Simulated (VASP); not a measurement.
# HfO2 (Fm-3m) in VASP: a series of runs, part 2 of 2

VASP 6.6.1. The steps go on from the part before.

### 3 Vibrations by perturbation theory, LDA

This run uses another cell than the first one, of 10.42 Å³/atom, 1.017 times its volume.

INCAR reads:

```
SYSTEM = HfO2
PREC = Accurate
ENCUT = 520
EDIFF = 1E-8
ISMEAR = 0
SIGMA = 0.01
LREAL = .False.
LASPH = .True.
NELM = 60
ALGO = Normal
ISIF = 2
LWAVE = .False.
LCHARG = .False.
NBANDS = 18
IBRION = 8
NSW = 1
LEPSILON = .True.
```

KPOINTS reads:

```
Automatic mesh
0
Gamma
  8 8 8
  0 0 0
```

POSCAR reads:

```
HfO2
1.0
    0.0000000000      2.5004917822      2.5004917822
    2.5004917822      0.0000000000      2.5004917822
    2.5004917822      2.5004917822      0.0000000000
Hf O
1 2
Direct
    0.0000000000      0.0000000000      0.0000000000
    0.2500000000      0.2500000000      0.2500000000
    0.7500000000      0.7500000000      0.7500000000
```

Potentials or basis: VASP PAW LDA potentials, release 64 (Hf_pv, O).

The run is started by

```bash
> cat potpaw_LDA.64/Hf_pv/POTCAR potpaw_LDA.64/O/POTCAR > POTCAR
> mpirun -np 1 vasp_std > vasp.out
```

OUTCAR:

```text
SYSTEM = HfO2
   PREC = Accurate
   ENCUT = 520
   EDIFF = 1E-8
   ISMEAR = 0
   LREAL = .False.
   LASPH = .True.
   NELM = 60
   ISIF = 2
   IBRION = 8
   NSW = 1
   LEPSILON = .True.

 ion  position               nearest neighbor table
   1  0.000  0.000  0.000-   3 2.17   3 2.17   3 2.17   2 2.17   3 2.17   2 2.17   2 2.17   2 2.17

   2  0.250  0.250  0.250-   1 2.17   1 2.17   1 2.17   1 2.17
   3  0.750  0.750  0.750-   1 2.17   1 2.17   1 2.17   1 2.17

  LATTYP: Found a face centered cubic cell.
 ALAT       =     5.0009835644

  Lattice vectors:

 A1 = (   0.0000000000,   2.5004917822,   2.5004917822)
 A2 = (   2.5004917822,   0.0000000000,   2.5004917822)
 A3 = (   2.5004917822,   2.5004917822,   0.0000000000)

Analysis of symmetry for initial positions (statically):
=====================================================================
 Subroutine PRICEL returns:
 Original cell was already a primitive cell.

 Routine SETGRP: Setting up the symmetry group for a
 face centered cubic supercell.

 Subroutine GETGRP returns: Found 48 space group operations
 (whereof 48 operations were pure point group operations)
 out of a pool of 48 trial point group operations.

The static configuration has the point symmetry O_h .

Analysis of symmetry for dynamics (positions and initial velocities):
=====================================================================
 Subroutine PRICEL returns:
 Original cell was already a primitive cell.

 Routine SETGRP: Setting up the symmetry group for a
[... 779 lines left out ...]
    2     0.00000     5.55009     0.00000
    3     0.00000     0.00000     5.55009
 ion    2
    1    -2.77505     0.00000     0.00000
    2     0.00000    -2.77505     0.00000
    3     0.00000     0.00000    -2.77505
 ion    3
    1    -2.77505     0.00000     0.00000
    2     0.00000    -2.77505     0.00000
    3     0.00000     0.00000    -2.77505

 INTERNAL STRAIN TENSOR FOR ION    3 for displacements in x,y,z  (eV/Angst):
          X           Y           Z          XY          YZ          ZX
  --------------------------------------------------------------------------------
  x     0.00000    -0.00000    -0.00000     0.00000     8.18219     0.00000
  y    -0.00000     0.00000    -0.00000     0.00000     0.00000     8.18219
  z    -0.00000    -0.00000     0.00000     8.18219     0.00000     0.00000

 SECOND DERIVATIVES (NOT SYMMETRIZED)
 ------------------------------------
               1X          1Y          1Z          2X          2Y          2Z          3X          3Y          3Z
  1X    -6.111240    0.000000    0.000000    3.055620    0.000000    0.000000    3.055620    0.000000    0.000000
  1Y     0.000000   -6.111240    0.000000    0.000000    3.055620    0.000000    0.000000    3.055620    0.000000
  1Z     0.000000    0.000000   -6.111240    0.000000    0.000000    3.055620    0.000000    0.000000    3.055620
  2X     3.049721    0.000000    0.000000  -11.930746    0.000000    0.000000    8.881025    0.000000    0.000000
  2Y     0.000000    3.049721    0.000000    0.000000  -11.930746    0.000000    0.000000    8.881025   -0.000000
  2Z     0.000000    0.000000    3.049721    0.000000    0.000000  -11.930746    0.000000   -0.000000    8.881025
  3X     3.049721    0.000000    0.000000    8.881025    0.000000    0.000000  -11.930746    0.000000    0.000000
  3Y     0.000000    3.049721    0.000000    0.000000    8.881025   -0.000000    0.000000  -11.930746    0.000000
  3Z     0.000000    0.000000    3.049721    0.000000   -0.000000    8.881025    0.000000    0.000000  -11.930746

 Eigenvectors and eigenvalues of the dynamical matrix
 ----------------------------------------------------

   1 f  =   17.829750 THz   112.027623 2PiTHz  594.736440 cm-1    73.737888 meV
             X         Y         Z           dx          dy          dz
      0.000000  0.000000  0.000000    -0.000000   -0.000000    0.000000
      1.250246  1.250246  1.250246     0.013228    0.706983    0.000000
      3.750738  3.750738  3.750738    -0.013228   -0.706983    0.000000
[... 43 lines left out ...]
   9 f/i=    0.002573 THz     0.016169 2PiTHz    0.085839 cm-1     0.010643 meV
             X         Y         Z           dx          dy          dz
      0.000000  0.000000  0.000000    -0.752408   -0.530665   -0.001304
      1.250246  1.250246  1.250246    -0.225489   -0.159035   -0.000391
      3.750738  3.750738  3.750738    -0.225489   -0.159035   -0.000391

--------------------------------------------------------------------------------------------------------

 MACROSCOPIC STATIC DIELECTRIC TENSOR IONIC CONTRIBUTION
 ------------------------------------------------------
          29.188413    -0.000000    -0.000000
          -0.000000    29.188413    -0.000000
           0.000000    -0.000000    29.188413
 ------------------------------------------------------

 ELASTIC MODULI CONTR FROM IONIC RELAXATION (kBar)
 Direction    XX          YY          ZZ          XY          YZ          ZX
 --------------------------------------------------------------------------------
 XX          -0.0000      0.0000      0.0000      0.0000     -0.0000      0.0000
 YY           0.0000     -0.0000     -0.0000      0.0000      0.0000     -0.0000
 ZZ           0.0000     -0.0000     -0.0000     -0.0000      0.0000      0.0000
 XY           0.0000      0.0000     -0.0000   -329.6583      0.0000     -0.0000
 YZ          -0.0000      0.0000      0.0000      0.0000   -329.6583     -0.0000
 ZX           0.0000     -0.0000      0.0000     -0.0000     -0.0000   -329.6583
 --------------------------------------------------------------------------------

 PIEZOELECTRIC TENSOR IONIC CONTR  for field in x, y, z        (C/m^2)
          XX          YY          ZZ          XY          YZ          ZX
  --------------------------------------------------------------------------------
  x    -0.00000     0.00000     0.00000    -0.00000    -0.00000     0.00000
  y    -0.00000     0.00000    -0.00000    -0.00000     0.00000     0.00000
  z     0.00000    -0.00000    -0.00000    -0.00000     0.00000    -0.00000
```

OSZICAR:

```text
N       E                     dE             d eps       ncg     rms          rms(c)
DAV:   1     0.844073814460E+02    0.84407E+02   -0.12762E+04  1044   0.122E+03
DAV:   2    -0.347922145352E+02   -0.11920E+03   -0.11551E+03  1304   0.291E+02
DAV:   3    -0.386458074779E+02   -0.38536E+01   -0.38409E+01  1238   0.453E+01
DAV:   4    -0.386658595304E+02   -0.20052E-01   -0.20047E-01  1266   0.362E+00
[... 163 lines left out ...]
RMM:   8    -0.360859332444E+00   -0.66740E-05   -0.16221E-08  5944   0.637E-04    0.321E-04
RMM:   9    -0.360859477695E+00   -0.14525E-06   -0.66975E-09  6109   0.143E-04    0.659E-05
RMM:  10    -0.360859130337E+00    0.34736E-06   -0.68593E-09  6255   0.620E-05    0.198E-05
RMM:  11    -0.360859122058E+00    0.82798E-08   -0.10012E-08  6544   0.431E-05    0.109E-05
 Linear response finished
```

stdout:

```text
POSCAR found type information on POSCAR HfO
 POSCAR found :  2 types and       3 ions
 scaLAPACK will be used
 LDA part: xc-table for (Slater(with rela. corr.)+CA(PZ))
 , standard interpolation
 POSCAR, INCAR and KPOINTS ok, starting setup
 FFT: planning ... GRIDC
 FFT: planning ... GRID_SOFT
 FFT: planning ... GRID
[... 24 lines left out ...]
 Linear response to external field, progress :
  Direction:   3
 dielectric tensor                  component  3 :     0.007     0.045     5.341
 Linear response DOF=           2
 Linear response progress:
 first order change of Fermi-energy   0.28432E-04
 force on displaced ion       1 direction 1 :  -6.111   0.000   0.000
 Born effective charge ion    1 direction 1 :   5.550   0.000   0.000
 Linear response progress:
 first order change of Fermi-energy  -0.17919E-04
 force on displaced ion       2 direction 1 : -11.931   0.000   0.000
 Born effective charge ion    2 direction 1 :  -2.775   0.000   0.000
 Born effective charges drift removed
 Linear response finished
```

It took 6.2 min on 1 thread of Intel Xeon Platinum 8259CL at 2.50GHz (Skylake/Cascade Lake), shared host; peak memory 0.31 GiB.

Results:

| Item | Value |
| --- | --- |
| Electronic dielectric tensor (diagonal) | 5.34 |
| Born charges (mean of the diagonal) | Hf +5.55; O -2.78 e |
| Highest phonon frequency at Γ, LO-TO splitting left out | 595 cm⁻¹ |

Phonon frequencies in cm⁻¹ (negative: imaginary):
```tsv
q point	frequencies
(0.000, 0.000, 0.000)	0 0 0 247 247 247 595 595 595
```

Electronic dielectric tensor:
```
5.34 0.00 0.00
0.00 5.34 0.00
0.00 0.00 5.34
```

Born effective charge tensors (e):
atom 1, Hf
```
5.55 0.00 0.00
0.00 5.55 0.00
0.00 0.00 5.55
```
atom 2, O
```
-2.78  0.00  0.00
 0.00 -2.78  0.00
 0.00  0.00 -2.78
```
atom 3, O
```
-2.78  0.00  0.00
 0.00 -2.78  0.00
 0.00  0.00 -2.78
```

Caveat: the cell wasn't relaxed at this level first, which shifts response properties; spin-orbit coupling is left out, which moves the levels of the heavy elements.

### 4 Vibrations by perturbation theory, LDA (phonons at volume x 1.02)

INCAR reads:

```
PREC = Accurate ; ENCUT = 520
EDIFF = 1E-8 ; ISMEAR = 0
SIGMA = 0.01 ; LREAL = F
LASPH = T ; NELM = 60
ALGO = Normal ; ISIF = 2
LWAVE = F ; LCHARG = F
GGA = CA ; IBRION = 8
NSW = 1 ; LEPSILON = T
```

KPOINTS reads:

```
regular mesh
0
Gamma
  8 8 8
```

POSCAR reads:

```
HfO2
1.0
    0.0000000000      2.5170518131      2.5170518131
    2.5170518131      0.0000000000      2.5170518131
    2.5170518131      2.5170518131      0.0000000000
Hf O
1 2
Direct
    0.0000000000      0.0000000000      0.0000000000
    0.2500000000      0.2500000000      0.2500000000
    0.7500000000      0.7500000000      0.7500000000
```

Potentials or basis: VASP PAW LDA potentials, release 64 (Hf_pv, O).

The run is started by

```bash
> cat potpaw_LDA.64/Hf_pv/POTCAR potpaw_LDA.64/O/POTCAR > POTCAR
> mpirun -np 1 vasp_std > vasp.out
```

OUTCAR:

```text
PREC = Accurate
   ENCUT = 520
   EDIFF = 1E-8
   ISMEAR = 0
   LREAL = F
   LASPH = T
   NELM = 60
   ISIF = 2
   GGA = CA
   IBRION = 8
   NSW = 1
   LEPSILON = T

 ion  position               nearest neighbor table
   1  0.000  0.000  0.000-   3 2.18   3 2.18   3 2.18   2 2.18   3 2.18   2 2.18   2 2.18   2 2.18

   2  0.250  0.250  0.250-   1 2.18   1 2.18   1 2.18   1 2.18
   3  0.750  0.750  0.750-   1 2.18   1 2.18   1 2.18   1 2.18

  LATTYP: Found a face centered cubic cell.
 ALAT       =     5.0341036262

  Lattice vectors:

 A1 = (   0.0000000000,   2.5170518131,   2.5170518131)
 A2 = (   2.5170518131,   0.0000000000,   2.5170518131)
 A3 = (   2.5170518131,   2.5170518131,   0.0000000000)

[... 750 lines left out ...]
  1Z     0.000000    0.000000   -5.085084    0.000000    0.000000    2.542542    0.000000    0.000000    2.542542
  2X     2.529844    0.000000    0.000000  -11.041137    0.000000    0.000000    8.511293    0.000000    0.000000
  2Y     0.000000    2.529844    0.000000    0.000000  -11.041137    0.000000    0.000000    8.511293    0.000000
  2Z     0.000000    0.000000    2.529844    0.000000    0.000000  -11.041137    0.000000    0.000000    8.511293
  3X     2.529844    0.000000    0.000000    8.511293    0.000000    0.000000  -11.041137    0.000000    0.000000
  3Y     0.000000    2.529844    0.000000    0.000000    8.511293    0.000000    0.000000  -11.041137    0.000000
  3Z     0.000000    0.000000    2.529844    0.000000    0.000000    8.511293    0.000000    0.000000  -11.041137

 Eigenvectors and eigenvalues of the dynamical matrix
 ----------------------------------------------------

   1 f  =   17.281885 THz   108.585285 2PiTHz  576.461629 cm-1    71.472101 meV
             X         Y         Z           dx          dy          dz
      0.000000  0.000000  0.000000    -0.000000   -0.000000   -0.000000
      1.258526  1.258526  1.258526     0.707103   -0.002441    0.000000
      3.775578  3.775578  3.775578    -0.707103    0.002441    0.000000
[... 43 lines left out ...]
   9 f/i=    0.006081 THz     0.038205 2PiTHz    0.202826 cm-1     0.025147 meV
             X         Y         Z           dx          dy          dz
      0.000000  0.000000  0.000000     0.024379   -0.086704   -0.916087
      1.258526  1.258526  1.258526     0.007317   -0.026024   -0.274965
      3.775578  3.775578  3.775578     0.007317   -0.026024   -0.274965

--------------------------------------------------------------------------------------------------------

 MACROSCOPIC STATIC DIELECTRIC TENSOR IONIC CONTRIBUTION
 ------------------------------------------------------
          34.333688    -0.000000     0.000000
          -0.000000    34.333688    -0.000000
           0.000000    -0.000000    34.333688
 ------------------------------------------------------

 ELASTIC MODULI CONTR FROM IONIC RELAXATION (kBar)
 Direction    XX          YY          ZZ          XY          YZ          ZX
 --------------------------------------------------------------------------------
 XX          -0.0000      0.0000      0.0000      0.0000     -0.0000      0.0000
 YY           0.0000     -0.0000      0.0000      0.0000      0.0000     -0.0000
 ZZ           0.0000      0.0000     -0.0000     -0.0000      0.0000      0.0000
 XY           0.0000      0.0000     -0.0000   -254.2646      0.0000      0.0000
 YZ          -0.0000      0.0000      0.0000      0.0000   -254.2646      0.0000
 ZX           0.0000     -0.0000      0.0000      0.0000      0.0000   -254.2646
 --------------------------------------------------------------------------------

 PIEZOELECTRIC TENSOR IONIC CONTR  for field in x, y, z        (C/m^2)
          XX          YY          ZZ          XY          YZ          ZX
  --------------------------------------------------------------------------------
  x    -0.00000     0.00000     0.00000     0.00000    -0.00000     0.00000
  y    -0.00000    -0.00000     0.00000     0.00000    -0.00000    -0.00000
  z    -0.00000    -0.00000     0.00000     0.00000    -0.00000    -0.00000
```

OSZICAR:

```text
N       E                     dE             d eps       ncg     rms          rms(c)
DAV:   1     0.922592354266E+02    0.92259E+02   -0.13076E+04   870   0.146E+03
DAV:   2    -0.353540238920E+02   -0.12761E+03   -0.12397E+03  1136   0.314E+02
[... 174 lines left out ...]
RMM:   9    -0.360718806247E+00   -0.30549E-05   -0.22398E-09  5045   0.516E-04    0.338E-04
RMM:  10    -0.360718601780E+00    0.20447E-06    0.28591E-09  5235   0.167E-04    0.359E-04
RMM:  11    -0.360718462325E+00    0.13945E-06   -0.15602E-08  5092   0.840E-05    0.116E-04
RMM:  12    -0.360718279742E+00    0.18258E-06   -0.63785E-08  4928   0.429E-05    0.189E-05
RMM:  13    -0.360718292129E+00   -0.12387E-07   -0.61211E-08  5380   0.268E-05    0.587E-06
RMM:  14    -0.360718295848E+00   -0.37187E-08    0.49451E-09  4633   0.196E-05    0.439E-06
 Linear response finished
```

Run time: 4.7 min. Hardware: 1 thread of Intel Xeon Platinum 8259CL at 2.50GHz (Skylake/Cascade Lake), shared host; peak memory 0.27 GiB.

Results:

```yaml
Electronic_dielectric_tensor_diagonal: 5.35
Born_charges_mean_of_the_diagonal: Hf +5.54; O -2.77 e
Highest_phonon_frequency_at_Γ_LO-TO_splitting_left_out: 576 cm⁻¹
```

Phonon frequencies in cm⁻¹ (negative: imaginary):
| q point | frequencies |
| --- | --- |
| (0.000, 0.000, 0.000) | 0 0 0 225 225 225 576 576 576 |

Electronic dielectric tensor:
```
5.35 0.00 0.00
0.00 5.35 0.00
0.00 0.00 5.35
```

Born effective charge tensors (e):
atom 1, Hf
```
5.54 0.00 0.00
0.00 5.54 0.00
0.00 0.00 5.54
```
atom 2, O
```
-2.77  0.00  0.00
 0.00 -2.77  0.00
 0.00  0.00 -2.77
```
atom 3, O
```
-2.77  0.00  0.00
 0.00 -2.77  0.00
 0.00  0.00 -2.77
```

Caveat: the cell differs from its parent crystal (phonons at volume x 1.02); the cell wasn't relaxed at this level first, which shifts response properties; spin-orbit coupling is left out, which moves the levels of the heavy elements.

### 5 Elastic constants, LDA

This run uses another cell than the first one, of 9.74 Å³/atom, 0.951 times its volume.

INCAR reads:

```
  PREC = Accurate
  ENCUT = 600
  EDIFF = 1E-8
  ISMEAR = 0
  SIGMA = 0.01
  LREAL = False
  LASPH = True
  NELM = 80
  ALGO = Normal
  ISIF = 3
  LWAVE = False
  LCHARG = False
  GGA = CA
  NBANDS = 18
  IBRION = 6
  NFREE = 2
  POTIM = 0.015
  NSW = 1
```

KPOINTS reads:

```
Automatic mesh
0
Gamma
  8 8 8
```

POSCAR reads:

```
HfO2
1.0
    0.0000000000      2.4447908718      2.4447908718
    2.4447908718      0.0000000000      2.4447908718
    2.4447908718      2.4447908718      0.0000000000
Hf O
1 2
Direct
    0.0000000000      0.0000000000      0.0000000000
    0.2500000000      0.2500000000      0.2500000000
    0.7500000000      0.7500000000      0.7500000000
```

The run is started by

```bash
> cat potpaw_LDA.64/Hf_pv/POTCAR potpaw_LDA.64/O/POTCAR > POTCAR
> mpirun -np 1 vasp_std > vasp.out
```

Wall time 13 min (1 thread of Intel Xeon Platinum 8259CL at 2.50GHz (Skylake/Cascade Lake), shared host); peak memory 0.31 GiB.

The run converged. Its results:

```
Elastic constants C11, C12, C44                         : 706, 165, 89 GPa
Voigt bulk modulus                                      : 345 GPa
Highest phonon frequency at Γ, LO-TO splitting left out : 660 cm⁻¹
```

Phonon frequencies in cm⁻¹ (negative: imaginary):
```tsv
q point	frequencies
(0.000, 0.000, 0.000)	0 0 0 318 318 318 660 660 660
```

Elastic tensor in Voigt notation (GPa, in the Cartesian axes of the cell as first typed):
```
706 165 165   0   0   0
165 706 165   0   0   0
165 165 706   0   0   0
  0   0   0  89   0   0
  0   0   0   0  89   0
  0   0   0   0   0  89
```

Clamped-ion elastic tensor (GPa):
```
706 165 165   0   0   0
165 706 165   0   0   0
165 165 706   0   0   0
  0   0   0 157   0   0
  0   0   0   0 157   0
  0   0   0   0   0 157
```

Caveat: the cell is under stress, which shifts elastic constants; spin-orbit coupling is left out, which moves the levels of the heavy elements.

### 6 Elastic constants, LDA

This run uses another cell than the first one, of 10.05 Å³/atom, 0.981 times its volume.

INCAR reads:

```
PREC = Accurate
ENCUT = 600
EDIFF = 1E-8
ISMEAR = 0
SIGMA = 0.01
LREAL = F
LASPH = T
NELM = 60
ALGO = Normal
ISIF = 3
LWAVE = F
LCHARG = F
IBRION = 6
NFREE = 2
POTIM = 0.015
NSW = 1
```

KPOINTS reads:

```
regular mesh
0
Gamma
  8 8 8
```

POSCAR reads:

```
HfO2
1.0
    0.0000000000      2.4706059736      2.4706059736
    2.4706059736      0.0000000000      2.4706059736
    2.4706059736      2.4706059736      0.0000000000
Hf O
1 2
Direct
    0.0000000000      0.0000000000      0.0000000000
    0.2500000000      0.2500000000      0.2500000000
    0.7500000000      0.7500000000      0.7500000000
```

Potentials or basis: VASP PAW LDA potentials, release 64 (Hf_pv, O).

The run is started by

```bash
> cat potpaw_LDA.64/Hf_pv/POTCAR potpaw_LDA.64/O/POTCAR > POTCAR
> mpirun -np 1 vasp_std > vasp.out
```

Run time: 9.9 min. Hardware: 1 thread of Intel Xeon Platinum 8259CL at 2.50GHz (Skylake/Cascade Lake), shared host; peak memory 0.27 GiB.

Results (log left out):

| Quantity | Value |
| --- | --- |
| Elastic constants C11, C12, C44 | 658, 139, 83 GPa |
| Voigt bulk modulus | 312 GPa |
| Highest phonon frequency at Γ, LO-TO splitting left out | 629 cm⁻¹ |

Phonon frequencies in cm⁻¹ (negative: imaginary):
| q point | frequencies |
| --- | --- |
| (0.000, 0.000, 0.000) | 0 0 0 286 286 286 629 629 629 |

Elastic tensor in Voigt notation (GPa, in the Cartesian axes of the cell as first typed):
```
658 139 139   0   0   0
139 658 139   0   0   0
139 139 658   0   0   0
  0   0   0  83   0   0
  0   0   0   0  83   0
  0   0   0   0   0  83
```

Clamped-ion elastic tensor (GPa):
```
658 139 139   0   0   0
139 658 139   0   0   0
139 139 658   0   0   0
  0   0   0 133   0   0
  0   0   0   0 133   0
  0   0   0   0   0 133
```

Caveat: the cell is under stress, which shifts elastic constants; spin-orbit coupling is left out, which moves the levels of the heavy elements.
